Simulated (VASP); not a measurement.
# SiC (F-43m) in VASP: a series of runs

The runs below take SiC through single point, relaxation of cell and atoms, with PBE.

Program: VASP 6.6.1. These are calculated values, not measurements. Logs are shortened: lines on timing, memory, paths and dates and some standing lists are left out, and cuts for length are marked.

**Experimental background.**

“Insight into the structural, elastic and electronic properties of a new orthorhombic 6O-SiC polytype”, 2020, pmc:7200658 quotes, for a bulk crystal of SiC: band gap 2.4 eV (indirect).

The runs below are set against these values where they give the same quantity.

## (1) The cell of the first run

It takes space group F-43m (No. 216, cubic). The conventional cell has a = 4.380 Å, b = 4.380 Å, c = 4.380 Å, α = 90.00°, β = 90.00°, γ = 90.00°. Si (site symmetry -43m) has 4 C at 1.90 Å within 2.5 Å. Within 2.5 Å of C (site symmetry -43m) lie 4 Si at 1.90 Å.

## (2) Single point, PBE

File INCAR:

```
PREC = Accurate
ENCUT = 520
EDIFF = 1E-6
ISMEAR = 0
SIGMA = 0.01
LREAL = F
LASPH = T
NELM = 60
ALGO = Normal
ISIF = 2
LWAVE = F
LCHARG = F
GGA = PE
NBANDS = 11
```

File KPOINTS:

```
Automatic mesh
0
Gamma
  10 10 10
```

File POSCAR:

```
SiC
1.0
    0.0000000000      2.1898721445      2.1898721445
    2.1898721445      0.0000000000      2.1898721445
    2.1898721445      2.1898721445      0.0000000000
Si C
1 1
Direct
    0.0000000000      0.0000000000      0.0000000000
    0.2500000000      0.2500000000      0.2500000000
```

Potentials or basis: VASP PAW PBE potentials, release 64 (Si, C).

On the command line:

```sh
cat potpaw_PBE.64/Si/POTCAR potpaw_PBE.64/C/POTCAR > POTCAR
mpirun -np 1 vasp_std > vasp.out
```

OUTCAR:

```text
PREC = Accurate
   ENCUT = 520
   EDIFF = 1E-6
   ISMEAR = 0
   LREAL = F
   LASPH = T
   NELM = 60
   ISIF = 2
   GGA = PE

 ion  position               nearest neighbor table
   1  0.000  0.000  0.000-   2 1.90   2 1.90   2 1.90   2 1.90
   2  0.250  0.250  0.250-   1 1.90   1 1.90   1 1.90   1 1.90

  LATTYP: Found a face centered cubic cell.
 ALAT       =     4.3797442890

  Lattice vectors:

 A1 = (   0.0000000000,   2.1898721445,   2.1898721445)
 A2 = (   2.1898721445,   0.0000000000,   2.1898721445)
 A3 = (   2.1898721445,   2.1898721445,   0.0000000000)

Analysis of symmetry for initial positions (statically):
=====================================================================
 Subroutine PRICEL returns:
 Original cell was already a primitive cell.

 Routine SETGRP: Setting up the symmetry group for a
 face centered cubic supercell.

 Subroutine GETGRP returns: Found 24 space group operations
 (whereof 24 operations were pure point group operations)
 out of a pool of 48 trial point group operations.

The static configuration has the point symmetry T_d .

Analysis of symmetry for dynamics (positions and initial velocities):
=====================================================================
 Subroutine PRICEL returns:
 Original cell was already a primitive cell.

 Routine SETGRP: Setting up the symmetry group for a
 face centered cubic supercell.

 Subroutine GETGRP returns: Found 24 space group operations
 (whereof 24 operations were pure point group operations)
 out of a pool of 48 trial point group operations.

The dynamic configuration has the point symmetry T_d .

 Subroutine INISYM returns: Found 24 space group operations
 (whereof 24 operations are pure point group operations),
 and found     1 'primitive' translations

----------------------------------------------------------------------------------------

                                     Primitive cell

  volume of cell :      21.0032

  direct lattice vectors                    reciprocal lattice vectors
     0.000000000  2.189872144  2.189872144    -0.228323832  0.228323832  0.228323832
     2.189872144  0.000000000  2.189872144     0.228323832 -0.228323832  0.228323832
     2.189872144  2.189872144  0.000000000     0.228323832  0.228323832 -0.228323832

  length of vectors
     3.096946887  3.096946887  3.096946887     0.395468478  0.395468478  0.395468478

  position of ions in fractional coordinates (direct lattice)
     0.000000000  0.000000000  0.000000000
     0.250000000  0.250000000  0.250000000

  ion indices of the primitive-cell ions
   primitive index   ion index
                 1           1
                 2           2

----------------------------------------------------------------------------------------

 KPOINTS: Automatic mesh

Automatic generation of k-mesh.
 Grid dimensions read from file:
 generate k-points for:   10   10   10

 Generating k-lattice:

  Cartesian coordinates                     Fractional coordinates (reciprocal lattice)
    -0.022832383  0.022832383  0.022832383     0.100000000  0.000000000  0.000000000
     0.022832383 -0.022832383  0.022832383     0.000000000  0.100000000  0.000000000
     0.022832383  0.022832383 -0.022832383     0.000000000  0.000000000  0.100000000

  Length of vectors
     0.039546848  0.039546848  0.039546848

  Shift w.r.t. Gamma in fractional coordinates (k-lattice)
     0.000000000  0.000000000  0.000000000

 Subroutine IBZKPT returns following result:
 ===========================================

 Found     47 irreducible k-points:

 Following reciprocal coordinates:
            Coordinates               Weight
  0.000000  0.000000  0.000000      1.000000
  0.100000  0.000000  0.000000      8.000000
  0.200000  0.000000  0.000000      8.000000
  0.300000  0.000000  0.000000      8.000000
  0.400000  0.000000  0.000000      8.000000
  0.500000  0.000000  0.000000      4.000000
[... 16 lines left out ...]
  0.300000  0.300000  0.000000      6.000000
  0.400000  0.300000  0.000000     24.000000
 [... further k-points ...]
   k-points           NKPTS =     47   k-points in BZ     NKDIM =     47   number of bands    NBANDS=     11
   number of dos      NEDOS =    301   number of ions     NIONS =      2
   total plane-waves  NPLWV =  13824
   dimension x,y,z NGX =    24 NGY =   24 NGZ =   24
   dimension x,y,z NGXF=    48 NGYF=   48 NGZF=   48
   ions per type =               1   1
   NGX,Y,Z   is equivalent  to a cutoff of  12.88, 12.88, 12.88 a.u.
   NGXF,Y,Z  is equivalent  to a cutoff of  25.77, 25.77, 25.77 a.u.
 SYSTEM =  unknown system
   PREC   = accura    normal or accurate (medium, high low for compatibility)
   ISTART =      0    job   : 0-new  1-cont  2-samecut
   ICHARG =      2    charge: 1-file 2-atom 10-const
   ISPIN  =      1    spin polarized calculation?
   LNONCOLLINEAR =      F non collinear calculations
   LSORBIT =      F    spin-orbit coupling
   LASPH  =      T    aspherical Exc in radial PAW
   ENCUT  =  520.0 eV  38.22 Ry    6.18 a.u.   5.76  5.76  5.76*2*pi/ulx,y,z
   NELM   =     60;   NELMIN=  2; NELMDL= -5     # of ELM steps
   EDIFF  = 0.1E-05   stopping-criterion for ELM
   LREAL  =      F    real-space projection
[... 7 lines left out ...]
   TEBEG  =    0.0;   TEEND  =   0.0 temperature during run
   PSTRESS=    0.0 pullay stress
   NELECT =       8.0000    total number of electrons
   NUPDOWN=      -1.0000    fix difference up-down
   EMIN   =  10.00;   EMAX   =-10.00  energy-range for DOS
   EFERMI =   0.00;   METHOD = LEGACY
   ISMEAR =     0;   SIGMA  =   0.01  broadening in eV -4-tet -1-fermi 0-gaus
   EFERMI_NEDOS =   21; number of points for ismear=-14 and -15
   IALGO  =     38    algorithm
   IMIX   =      4    mixing-type and parameters
     AMIX     =   0.40;   BMIX     =  1.00
     AMIX_MAG =   1.60;   BMIX_MAG =  1.00
  volume/ion in A,a.u.               =      10.50        70.87
  Fermi-wavevector in a.u.,A,eV,Ry     =   1.186705  2.242547 19.160656  1.408269
  Thomas-Fermi vector in A             =   2.322872
   LORBIT       =      0    0 simple, 1 ext, 2 COOP (PROOUT), +10 PAW based schemes
   GGA     = PE    functional components
   LHFCALC =     F    Hartree Fock is set to
   AEXX    =    0.0000 exact exchange contribution
   IVDW    =     0    specifies the selected vdW correction
   LEPSILON=     F    determine dielectric tensor
   LRPA    =     F    only Hartree local field effects (RPA)
 non-spin polarized calculation
 Gauss-broadening in eV      SIGMA  =   0.01
  energy-cutoff  :      520.00
  volume of cell :       21.00
 maximum number of plane-waves:       588
   NGX = 11   NGY = 11   NGZ = 11

 number of electron       8.0000001 magnetization

 Free energy of the ion-electron system (eV)
  ---------------------------------------------------
  ext. energy  EPLUGINS =         0.00000000
  ---------------------------------------------------
  free energy    TOTEN  =       -15.06083284 eV

  energy without entropy =      -15.06083284  energy(sigma->0) =      -15.06083284

 E-fermi :   8.0350     XC(G=0): -11.2912

 val. band max:        7.9403198918   @ k =   0.0000   0.0000   0.0000
 cond. band min:       9.3108217082   @ k =   0.5000   0.5000   0.0000
 fundamental gap:      1.3705018164
 Fermi energy:         8.0350095443

 k-point     1 :       0.0000    0.0000    0.0000
  band No.  band energies     occupation
      1      -7.3463      2.00000
      2       7.9403      2.00000
      3       7.9403      2.00000
      4       7.9403      2.00000
      5      13.9993      0.00000
      6      15.1446      0.00000
      7      15.1446      0.00000
      8      15.1446      0.00000
      9      22.3599      0.00000
     10      22.3599      0.00000
     11      24.1900      0.00000

 k-point     2 :       0.1000    0.0000    0.0000
  band No.  band energies     occupation
      1      -7.1533      2.00000
      2       6.9336      2.00000
      3       7.8070      2.00000
      4       7.8070      2.00000
      5      14.2820      0.00000
      6      15.3857      0.00000
      7      15.3857      0.00000
      8      15.3997      0.00000
      9      21.4260      0.00000
     10      21.4260      0.00000
     11      24.0910      0.00000

 k-point     3 :       0.2000    0.0000    0.0000
  band No.  band energies     occupation
      1      -6.5829      2.00000
      2       4.8284      2.00000
      3       7.5012      2.00000
      4       7.5012      2.00000
      5      14.0119      0.00000
      6      15.7482      0.00000
      7      15.7482      0.00000
      8      16.5849      0.00000
      9      20.7660      0.00000
     10      20.7660      0.00000
     11      23.2147      0.00000

 k-point     4 :       0.3000    0.0000    0.0000
  band No.  band energies     occupation
      1      -5.6711      2.00000
      2       2.5383      2.00000
      3       7.1863      2.00000
      4       7.1863      2.00000
      5      13.6035      0.00000
      6      15.6303      0.00000
      7      15.6303      0.00000
      8      17.5768      0.00000
      9      21.5622      0.00000
     10      21.5622      0.00000
     11      22.9278      0.00000

 k-point     5 :       0.4000    0.0000    0.0000
  band No.  band energies     occupation
      1      -4.5464      2.00000
      2       0.5102      2.00000
      3       6.9683      2.00000
      4       6.9683      2.00000
      5      13.3313      0.00000
      6      15.2694      0.00000
      7      15.2694      0.00000
      8      17.8947      0.00000
      9      23.4557      0.00000
     10      23.4557      0.00000
     11      23.4954      0.00000

 k-point     6 :       0.5000    0.0000    0.0000
  band No.  band energies     occupation
      1      -3.8352      2.00000
      2      -0.5124      2.00000
      3       6.8920      2.00000
      4       6.8920      2.00000
      5      13.2395      0.00000
      6      15.1069      0.00000
      7      15.1069      0.00000
      8      17.9117      0.00000
      9      23.9605      0.00000
     10      25.0182      0.00000
     11      25.0182      0.00000

 k-point     7 :       0.1000    0.1000    0.0000
  band No.  band energies     occupation
      1      -7.0889      2.00000
      2       7.1798      2.00000
      3       7.4716      2.00000
      4       7.4716      2.00000
      5      14.3177      0.00000
      6      14.8141      0.00000
      7      15.8430      0.00000
      8      15.8430      0.00000
      9      20.0191      0.00000
     10      22.6507      0.00000
     11      25.1823      0.00000

 k-point     8 :       0.2000    0.1000    0.0000
  band No.  band energies     occupation
      1      -6.6439      2.00000
      2       5.5395      2.00000
      3       7.0453      2.00000
      4       7.3169      2.00000
      5      13.9854      0.00000
      6      15.1923      0.00000
      7      16.4610      0.00000
      8      16.4632      0.00000
      9      19.2852      0.00000
     10      22.3511      0.00000
     11      24.7364      0.00000
[... 141 lines left out ...]
 k-point    19 :       0.5000    0.2000    0.0000
  band No.  band energies     occupation
      1      -3.6119      2.00000
      2       0.5173      2.00000
      3       4.6822      2.00000
      4       5.9800      2.00000
      5      12.2926      0.00000
      6      16.0620      0.00000
      7      17.3259      0.00000
      8      18.1217      0.00000
      9      21.6674      0.00000
     10      25.1615      0.00000
     11      26.7113      0.00000

 k-point    20 :      -0.4000    0.2000    0.0000
  band No.  band energies     occupation
      1      -3.3818      2.00000
      2       0.2171      2.00000
      3       4.2439      2.00000
      4       6.2908      2.00000
      5      12.7119      0.00000
      6      16.0817      0.00000
      7      16.8925      0.00000
      8      18.9883      0.00000
      9      22.0486      0.00000
     10      22.8146      0.00000
     11      26.6312      0.00000

 k-point    21 :      -0.3000    0.2000    0.0000
  band No.  band energies     occupation
      1      -4.3215      2.00000
      2       1.5712      2.00000
      3       4.1630      2.00000
      4       6.7757      2.00000
      5      13.4776      0.00000
      6      16.0724      0.00000
      7      16.6069      0.00000
      8      18.0875      0.00000
      9      20.5859      0.00000
     10      23.2364      0.00000
     11      26.8260      0.00000

 k-point    22 :      -0.2000    0.2000    0.0000
  band No.  band energies     occupation
      1      -5.3649      2.00000
      2       3.1631      2.00000
      3       4.7523      2.00000
      4       7.2932      2.00000
      5      14.4257      0.00000
      6      15.8204      0.00000
      7      16.2212      0.00000
      8      16.9766      0.00000
      9      19.4072      0.00000
     10      23.2146      0.00000
     11      26.9253      0.00000

 k-point    23 :       0.3000    0.3000    0.0000
  band No.  band energies     occupation
      1      -5.1017      2.00000
      2       3.5864      2.00000
      3       5.5993      2.00000
      4       5.5993      2.00000
      5      11.0843      0.00000
      6      13.4958      0.00000
      7      19.3285      0.00000
      8      19.3285      0.00000
      9      20.1802      0.00000
     10      24.9163      0.00000
     11      29.4487      0.00000

 k-point    24 :       0.4000    0.3000    0.0000
  band No.  band energies     occupation
      1      -4.2447      2.00000
      2       2.3768      2.00000
      3       4.8190      2.00000
      4       5.3392      2.00000
      5      10.7986      0.00000
      6      13.5027      0.00000
      7      19.4027      0.00000
      8      19.7313      0.00000
      9      21.5345      0.00000
     10      25.8800      0.00000
     11      28.9677      0.00000

 [... further k-points ...]
[... 5 lines left out ...]
  --------------------------------------------------------------------------------------
  -------------------------------------------------------------------------------------
  Total       -0.0065373     -0.0065373     -0.0065373     -0.0000000     -0.0000000     -0.0000000
  in kB       -0.4986796     -0.4986796     -0.4986796     -0.0000000     -0.0000000     -0.0000000
  external PRESSURE =      -0.4986796 kB  Pullay stress =       0.0000000 kB

 VOLUME and BASIS-vectors are now :
 -----------------------------------------------------------------------------
  energy-cutoff  :      520.00
  volume of cell :       21.00
      direct lattice vectors                 reciprocal lattice vectors
     0.000000000  2.189872144  2.189872144    -0.228323832  0.228323832  0.228323832
     2.189872144  0.000000000  2.189872144     0.228323832 -0.228323832  0.228323832
     2.189872144  2.189872144  0.000000000     0.228323832  0.228323832 -0.228323832

 POSITION                                       TOTAL-FORCE (eV/Angst)
 -----------------------------------------------------------------------------------
      0.00000      0.00000      0.00000        -0.000000     -0.000000      0.000000
      1.09494      1.09494      1.09494         0.000000      0.000000     -0.000000
 -----------------------------------------------------------------------------------
    total drift:                                0.000000      0.000000      0.000000

  FREE ENERGIE OF THE ION-ELECTRON SYSTEM (eV)
  ---------------------------------------------------
  free  energy   TOTEN  =       -15.0608328371 eV

  energy  without entropy=      -15.0608328371  energy(sigma->0) =      -15.06083284
```

Wall time 4.7 s (1 thread of Intel Xeon 6975P-C (Granite Rapids), shared host); peak memory 0.13 GiB.

Results:

```yaml
Free_energy: -15.0608 eV
Pressure: 0.0 GPa
Band_gap_on_the_k_mesh: 1.37 eV, indirect (least direct gap 4.53 eV)
```

Levels at points of the mesh, in eV from the valence-band top:
```tsv
k point	band 1	band 2	band 3	band 4	band 5	band 6	band 7	band 8	band 9
(0.00, 0.00, 0.00)	-15.29	0.00	0.00	0.00	6.06	7.20	7.20	7.20	14.42
(0.50, 0.00, 0.00)	-11.78	-8.45	-1.05	-1.05	5.30	7.17	7.17	9.97	16.02
(0.50, 0.50, 0.00)	-10.34	-7.75	-3.16	-3.16	1.37	4.27	13.86	13.86	14.59
```

## (3) Relaxation of cell and atoms, PBE

This run uses another cell than the first one, of 10.35 Å³/atom, 0.985 times its volume.

File INCAR:

```
PREC = Accurate ; ENCUT = 600
EDIFF = 1E-6 ; ISMEAR = 0
SIGMA = 0.01 ; LREAL = F
LASPH = T ; NELM = 100
ALGO = Normal ; ISIF = 3
LWAVE = F ; LCHARG = F
GGA = PE ; IBRION = 2
NSW = 80 ; EDIFFG = -0.001
```

KPOINTS is that of step 2.

File POSCAR:

```
SiC
1.0
    0.0000000000      2.1790000000      2.1790000000
    2.1790000000      0.0000000000      2.1790000000
    2.1790000000      2.1790000000      0.0000000000
Si C
1 1
Direct
    0.0000000000      0.0000000000      0.0000000000
    0.2500000000      0.2500000000      0.2500000000
```

Potentials or basis: VASP PAW PBE potentials, release 64 (Si, C).

On the command line:

```sh
cat potpaw_PBE.64/Si/POTCAR potpaw_PBE.64/C/POTCAR > POTCAR
mpirun -np 1 vasp_std > vasp.out
```

Wall time 16 s (1 thread of Intel Xeon 6975P-C (Granite Rapids), shared host); peak memory 0.15 GiB.

The run converged. Its results:

| Item | Value |
| --- | --- |
| Free energy | -15.0619 eV |
| Relaxed volume | 10.49 Å³/atom |
| Relaxed cell | a = 3.096 Å, b = 3.096 Å, c = 3.096 Å, α = 60.00°, β = 60.00°, γ = 60.00° |
| Space group after relaxing (to 0.05 Å) | F-43m (No. 216) |
| Energy gained by relaxing | 1.4 meV/atom |
| Ionic steps | 3 |
| Pressure after relaxing | 0.0 GPa |
| Band gap on the k mesh | 1.37 eV, indirect (least direct gap 4.53 eV) |

The path:
```tsv
step	energy change (eV)	largest force (eV/Å)	pressure (GPa)	volume (Å³)
1	0.0000	0.0000	3.08	20.69
2	0.0002	0.0000	-3.00	21.29
3	-0.0028	0.0000	0.01	20.99
```

Final structure:
```
Si C
1.0
     0.00000    2.18924    2.18924
     2.18924    0.00000    2.18924
     2.18924    2.18924    0.00000
Si C
1 1
Cartesian
  0.0000 0.0000 0.0000
  1.0946 1.0946 1.0946
```

Levels at points of the mesh, in eV from the valence-band top:
```
           k point  band 2  band 3  band 4  band 5  band 6  band 7
(0.00, 0.00, 0.00)    0.00    0.00    0.00    6.07    7.21    7.21
(0.50, 0.00, 0.00)   -8.46   -1.05   -1.05    5.31    7.17    7.17
(0.50, 0.50, 0.00)   -7.75   -3.16   -3.16    1.37    4.27   13.87
```

## (4) Against experiment

Step 2. A measured gap of SiC is 2.4 eV (indirect; quoted in “Insight into the structural, elastic and electronic properties of a new orthorhombic 6O-SiC polytype”, 2020, pmc:7200658); the calculated 1.37 eV misses it by -1.03 eV. The value is that of PBE on a finite k mesh, which can miss the band edges, without temperature or zero-point motion. Semilocal functionals fall short of measured gaps as a rule.
